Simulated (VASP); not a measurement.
# CoSi (rocksalt type) (Fm-3m) in VASP: notebook

Runs on CoSi (rocksalt type). Level: PBE. Tasks: relaxation of cell and atoms, single point.

Program: VASP 6.6.1. These are calculated values, not measurements. Logs are shortened: lines on timing, memory, paths and dates and some standing lists are left out, and cuts for length are marked.

### Step 1. The cell of the first run

It takes space group Fm-3m (No. 225, cubic). The conventional cell has a = 4.434 Å, b = 4.434 Å, c = 4.434 Å, α = 90.00°, β = 90.00°, γ = 90.00°. Within 2.9 Å of Co (site symmetry m-3m) lie 6 Si at 2.22 Å. Within 2.9 Å of Si (site symmetry m-3m) lie 6 Co at 2.22 Å.

### Step 2. Relaxation of cell and atoms, PBE, target pressure 34 GPa, at which the enthalpy is minimised

File INCAR:

```
SYSTEM = CoSi
ALGO     = Normal         ! electronic algorithm
EDIFF    = 1E-7           ! SCF threshold, eV
EDIFFG   = -0.005         ! ionic threshold
ENCUT    = 600            ! plane-wave cutoff, eV
GGA      = PE             ! functional
IBRION   = 2              ! ionic algorithm
ISIF     = 3              ! what is computed and relaxed
ISMEAR   = -1             ! smearing method
LASPH    = .TRUE.         ! aspherical terms in the spheres
LCHARG   = .FALSE.        ! write CHGCAR
LREAL    = .FALSE.        ! projectors in reciprocal space
LWAVE    = .FALSE.        ! write WAVECAR
NELM     = 60             ! most SCF steps
NSW      = 32             ! ionic steps
PREC     = Accurate       ! precision mode
PSTRESS  = 340.0        
SIGMA    = 0.1            ! smearing width, eV
```

File KPOINTS:

```
k-points
0
G
  15 15 15
  0 0 0
```

File POSCAR:

```
CoSi
1.0
    0.0000000000      2.2169224690      2.2169224690
    2.2169224690      0.0000000000      2.2169224690
    2.2169224690      2.2169224690      0.0000000000
Co Si
1 1
Direct
    0.0000000000      0.0000000000      0.0000000000
    0.5000000000      0.5000000000      0.5000000000
```

Potentials or basis: VASP PAW PBE potentials, release 64 (Co, Si).

The run is started by

```console
$ cat potpaw_PBE.64/Co/POTCAR potpaw_PBE.64/Si/POTCAR > POTCAR
$ mpirun -np 1 vasp_std > vasp.out
```

OUTCAR:

```text
SYSTEM = CoSi
   EDIFF = 1E-7
   EDIFFG = -0.005
   ENCUT = 600
   GGA = PE
   IBRION = 2
   ISIF = 3
   ISMEAR = -1
   LASPH = .TRUE.
   LREAL = .FALSE.
   NELM = 60
   NSW = 32
   PREC = Accurate
   PSTRESS = 340.0

 ion  position               nearest neighbor table
   1  0.000  0.000  0.000-   2 2.22   2 2.22   2 2.22   2 2.22   2 2.22   2 2.22
   2  0.500  0.500  0.500-   1 2.22   1 2.22   1 2.22   1 2.22   1 2.22   1 2.22

  LATTYP: Found a face centered cubic cell.
 ALAT       =     4.4338449380

  Lattice vectors:

 A1 = (   0.0000000000,   2.2169224690,   2.2169224690)
 A2 = (   2.2169224690,   0.0000000000,   2.2169224690)
 A3 = (   2.2169224690,   2.2169224690,   0.0000000000)

Analysis of symmetry for initial positions (statically):
=====================================================================
 Subroutine PRICEL returns:
 Original cell was already a primitive cell.

 Routine SETGRP: Setting up the symmetry group for a
 face centered cubic supercell.

 Subroutine GETGRP returns: Found 48 space group operations
 (whereof 48 operations were pure point group operations)
 out of a pool of 48 trial point group operations.

The static configuration has the point symmetry O_h .

Analysis of symmetry for dynamics (positions and initial velocities):
=====================================================================
 Subroutine PRICEL returns:
 Original cell was already a primitive cell.

 Routine SETGRP: Setting up the symmetry group for a
 face centered cubic supercell.

 Subroutine GETGRP returns: Found 48 space group operations
 (whereof 48 operations were pure point group operations)
 out of a pool of 48 trial point group operations.

The dynamic configuration has the point symmetry O_h .

 Subroutine INISYM returns: Found 48 space group operations
 (whereof 48 operations are pure point group operations),
 and found     1 'primitive' translations

----------------------------------------------------------------------------------------

                                     Primitive cell

  volume of cell :      21.7912

  direct lattice vectors                    reciprocal lattice vectors
     0.000000000  2.216922469  2.216922469    -0.225537883  0.225537883  0.225537883
     2.216922469  0.000000000  2.216922469     0.225537883 -0.225537883  0.225537883
     2.216922469  2.216922469  0.000000000     0.225537883  0.225537883 -0.225537883

  length of vectors
     3.135201822  3.135201822  3.135201822     0.390643072  0.390643072  0.390643072

  position of ions in fractional coordinates (direct lattice)
     0.000000000  0.000000000  0.000000000
     0.500000000  0.500000000  0.500000000

  ion indices of the primitive-cell ions
   primitive index   ion index
                 1           1
                 2           2

----------------------------------------------------------------------------------------

 KPOINTS: k-points

Automatic generation of k-mesh.
 Grid dimensions read from file:
 generate k-points for:   15   15   15

 Generating k-lattice:

  Cartesian coordinates                     Fractional coordinates (reciprocal lattice)
    -0.015035859  0.015035859  0.015035859     0.066666667  0.000000000  0.000000000
     0.015035859 -0.015035859  0.015035859     0.000000000  0.066666667  0.000000000
     0.015035859  0.015035859 -0.015035859     0.000000000  0.000000000  0.066666667

  Length of vectors
     0.026042871  0.026042871  0.026042871

  Shift w.r.t. Gamma in fractional coordinates (k-lattice)
     0.000000000  0.000000000  0.000000000

 Subroutine IBZKPT returns following result:
 ===========================================

 Found    120 irreducible k-points:

 Following reciprocal coordinates:
            Coordinates               Weight
  0.000000  0.000000  0.000000      1.000000
  0.066667  0.000000  0.000000      8.000000
  0.133333  0.000000  0.000000      8.000000
  0.200000  0.000000  0.000000      8.000000
  0.266667  0.000000  0.000000      8.000000
  0.333333  0.000000  0.000000      8.000000
[... 16 lines left out ...]
  0.133333  0.133333  0.000000      6.000000
  0.200000  0.133333  0.000000     24.000000
 [... further k-points ...]
   k-points           NKPTS =    120   k-points in BZ     NKDIM =    120   number of bands    NBANDS=     10
   number of dos      NEDOS =    301   number of ions     NIONS =      2
   total plane-waves  NPLWV =  21952
   dimension x,y,z NGX =    28 NGY =   28 NGZ =   28
   dimension x,y,z NGXF=    56 NGYF=   56 NGZF=   56
   ions per type =               1   1
   NGX,Y,Z   is equivalent  to a cutoff of  14.85, 14.85, 14.85 a.u.
   NGXF,Y,Z  is equivalent  to a cutoff of  29.69, 29.69, 29.69 a.u.
 SYSTEM =  CoSi
   PREC   = accura    normal or accurate (medium, high low for compatibility)
   ISTART =      0    job   : 0-new  1-cont  2-samecut
   ICHARG =      2    charge: 1-file 2-atom 10-const
   ISPIN  =      1    spin polarized calculation?
   LNONCOLLINEAR =      F non collinear calculations
   LSORBIT =      F    spin-orbit coupling
   LASPH  =      T    aspherical Exc in radial PAW
   ENCUT  =  600.0 eV  44.10 Ry    6.64 a.u.   6.26  6.26  6.26*2*pi/ulx,y,z
   NELM   =     60;   NELMIN=  2; NELMDL= -5     # of ELM steps
   EDIFF  = 0.1E-06   stopping-criterion for ELM
   LREAL  =      F    real-space projection
   EDIFFG = -.5E-02   stopping-criterion for IOM
   NSW    =     32    number of steps for IOM
   IBRION =      2    ionic relax: 0-MD 1-quasi-New 2-CG
   NFREE  =      1    steps in history (QN), initial steepest desc. (CG)
   ISIF   =      3    stress and relaxation
   ISYM   =      2    0-nonsym 1-usesym 2-fastsym
   POTIM  = 0.5000    time-step for ionic-motion
   TEBEG  =    0.0;   TEEND  =   0.0 temperature during run
   PSTRESS=  340.0 pullay stress
   NELECT =      13.0000    total number of electrons
   NUPDOWN=      -1.0000    fix difference up-down
   EMIN   =  10.00;   EMAX   =-10.00  energy-range for DOS
   EFERMI =   0.00;   METHOD = LEGACY
   ISMEAR =    -1;   SIGMA  =   0.10  broadening in eV -4-tet -1-fermi 0-gaus
   EFERMI_NEDOS =   21; number of points for ismear=-14 and -15
   IALGO  =     38    algorithm
   IMIX   =      4    mixing-type and parameters
     AMIX     =   0.40;   BMIX     =  1.00
     AMIX_MAG =   1.60;   BMIX_MAG =  1.00
  volume/ion in A,a.u.               =      10.90        73.53
  Fermi-wavevector in a.u.,A,eV,Ry     =   1.378147  2.604320 25.841386  1.899288
  Thomas-Fermi vector in A             =   2.503235
   LORBIT       =      0    0 simple, 1 ext, 2 COOP (PROOUT), +10 PAW based schemes
   GGA     = PE    functional components
   LHFCALC =     F    Hartree Fock is set to
   AEXX    =    0.0000 exact exchange contribution
   IVDW    =     0    specifies the selected vdW correction
   LEPSILON=     F    determine dielectric tensor
   LRPA    =     F    only Hartree local field effects (RPA)
 conjugate gradient relaxation of ions
 non-spin polarized calculation
  energy-cutoff  :      600.00
  volume of cell :       21.79
 maximum number of plane-waves:       745
 NGX is ok and might be reduce to    28
   NGX = 13   NGY = 13   NGZ = 13

 number of electron      12.9999999 magnetization

 Free energy of the ion-electron system (eV)
  ---------------------------------------------------
  ext. energy  EPLUGINS =         0.00000000
  ---------------------------------------------------
  free energy    TOTEN  =       -11.97470901 eV

  energy without entropy =      -11.93434357  energy(sigma->0) =      -11.95452629

 E-fermi :  12.0933     XC(G=0): -12.7797

 val. band max:       12.0812555007   @ k =  -0.3333   0.2000   0.0000
 cond. band min:      12.0941049881   @ k =  -0.3333   0.2667   0.0000
 fundamental gap:      0.0128494874
 Fermi energy:        12.0933423046

 k-point     1 :       0.0000    0.0000    0.0000
  band No.  band energies     occupation
      1      -1.3443      2.00000
      2       9.5872      2.00000
      3       9.5872      2.00000
      4       9.5872      2.00000
      5       9.7520      2.00000
      6       9.7520      2.00000
      7      17.2307      0.00000
      8      17.2307      0.00000
      9      17.2307      0.00000
     10      23.5276      0.00000

 k-point     2 :       0.0667    0.0000    0.0000
  band No.  band energies     occupation
      1      -1.2422      2.00000
      2       9.5057      2.00000
      3       9.5959      2.00000
      4       9.5959      2.00000
      5       9.7254      2.00000
      6       9.7254      2.00000
      7      16.7868      0.00000
      8      17.3050      0.00000
      9      17.3050      0.00000
     10      22.7323      0.00000

 k-point     3 :       0.1333    0.0000    0.0000
  band No.  band energies     occupation
      1      -0.9376      2.00000
      2       9.2515      2.00000
      3       9.4688      2.00000
      4       9.4688      2.00000
      5       9.8132      2.00000
      6       9.8132      2.00000
      7      15.7084      0.00000
      8      17.5055      0.00000
      9      17.5055      0.00000
     10      21.9623      0.00000

 k-point     4 :       0.2000    0.0000    0.0000
  band No.  band energies     occupation
      1      -0.4358      2.00000
      2       8.7915      2.00000
      3       9.2367      2.00000
      4       9.2367      2.00000
      5      10.0158      2.00000
      6      10.0158      2.00000
      7      14.4469      0.00000
      8      17.7809      0.00000
      9      17.7809      0.00000
     10      21.3059      0.00000

 k-point     5 :       0.2667    0.0000    0.0000
  band No.  band energies     occupation
      1       0.2537      2.00000
      2       8.0754      2.00000
      3       8.9860      2.00000
      4       8.9860      2.00000
      5      10.2720      2.00000
      6      10.2720      2.00000
      7      13.3333      0.00001
      8      18.0850      0.00000
      9      18.0850      0.00000
     10      20.7010      0.00000

 k-point     6 :       0.3333    0.0000    0.0000
  band No.  band energies     occupation
      1       1.1156      2.00000
      2       7.0898      2.00000
      3       8.7632      2.00000
      4       8.7632      2.00000
      5      10.5391      2.00000
      6      10.5391      2.00000
      7      12.5326      0.02444
      8      18.3981      0.00000
      9      18.3981      0.00000
     10      20.1764      0.00000
[... 183 lines left out ...]
 k-point    21 :      -0.1333    0.0667    0.0000
  band No.  band energies     occupation
      1      -0.7031      2.00000
      2       9.1071      2.00000
      3       9.3286      2.00000
      4       9.3536      2.00000
      5       9.8097      2.00000
      6       9.9794      2.00000
      7      15.3524      0.00000
      8      16.6630      0.00000
      9      18.2261      0.00000
     10      21.8635      0.00000

 k-point    22 :      -0.0667    0.0667    0.0000
  band No.  band energies     occupation
      1      -1.0728      2.00000
      2       9.3960      2.00000
      3       9.5088      2.00000
      4       9.5670      2.00000
      5       9.6716      2.00000
      6       9.8185      2.00000
      7      16.4257      0.00000
      8      16.8096      0.00000
      9      17.7233      0.00000
     10      22.2905      0.00000

 k-point    23 :       0.1333    0.1333    0.0000
  band No.  band energies     occupation
      1      -0.8054      2.00000
      2       9.2168      2.00000
      3       9.3203      2.00000
      4       9.6618      2.00000
      5       9.6618      2.00000
      6       9.8448      2.00000
      7      16.4594      0.00000
      8      16.4594      0.00000
      9      17.2354      0.00000
     10      21.4735      0.00000

 k-point    24 :       0.2000    0.1333    0.0000
  band No.  band energies     occupation
      1      -0.4412      2.00000
      2       8.9209      2.00000
      3       9.1075      2.00000
      4       9.5831      2.00000
      5       9.7733      2.00000
      6       9.9952      2.00000
      7      15.4975      0.00000
      8      16.1858      0.00000
      9      17.6772      0.00000
     10      21.2066      0.00000

 [... further k-points ...]
[... 5 lines left out ...]
  --------------------------------------------------------------------------------------
  -------------------------------------------------------------------------------------
  Total        4.6325847      4.6325847      4.6325847      0.0000000      0.0000000     -0.0000000
  in kB      340.6061178    340.6061178    340.6061178      0.0000000      0.0000000     -0.0000000
  external PRESSURE =       0.6061178 kB  Pullay stress =     340.0000000 kB

 VOLUME and BASIS-vectors are now :
 -----------------------------------------------------------------------------
  energy-cutoff  :      600.00
  volume of cell :       21.79
      direct lattice vectors                 reciprocal lattice vectors
     0.000000000  2.216922469  2.216922469    -0.225537883  0.225537883  0.225537883
     2.216922469  0.000000000  2.216922469     0.225537883 -0.225537883  0.225537883
     2.216922469  2.216922469  0.000000000     0.225537883  0.225537883 -0.225537883

 POSITION                                       TOTAL-FORCE (eV/Angst)
 -----------------------------------------------------------------------------------
      0.00000      0.00000      0.00000         0.000000     -0.000000      0.000000
      2.21692      2.21692      2.21692        -0.000000      0.000000     -0.000000
 -----------------------------------------------------------------------------------
    total drift:                               -0.000000      0.000000      0.000000

  FREE ENERGIE OF THE ION-ELECTRON SYSTEM (eV)
  ---------------------------------------------------
  free  energy   TOTEN  =       -11.9747090088 eV

  energy  without entropy=      -11.9343435678  energy(sigma->0) =      -11.95452629

  enthalpy is  TOTEN    =        -7.3503680729 eV   P V=        4.6243409359

 reached required accuracy - stopping structural energy minimisation
```

Wall time 29 s (1 thread of Intel Xeon Platinum 8375C at 2.90GHz (Ice Lake), shared host); peak memory 0.18 GiB.

What came out:

```yaml
Free_energy: -11.9747 eV
Pressure_after_relaxing: 34.1 GPa
```

Final structure:
```xyz
2
Lattice="0.0000 2.2169 2.2169 2.2169 0.0000 2.2169 2.2169 2.2169 0.0000" Properties=species:S:1:pos:R:3 pbc="T T T"
Co    0.0000    0.0000    0.0000
Si    2.2169    2.2169    2.2169
```

Caveat: the relaxation stopped at its first step, so nothing moved; the cell is relaxed towards a set pressure, so the enthalpy falls and the energy may rise. Spin polarisation is off, so any magnetic state and its effect on volume and gap are missing.

[end of part 1 of 2]
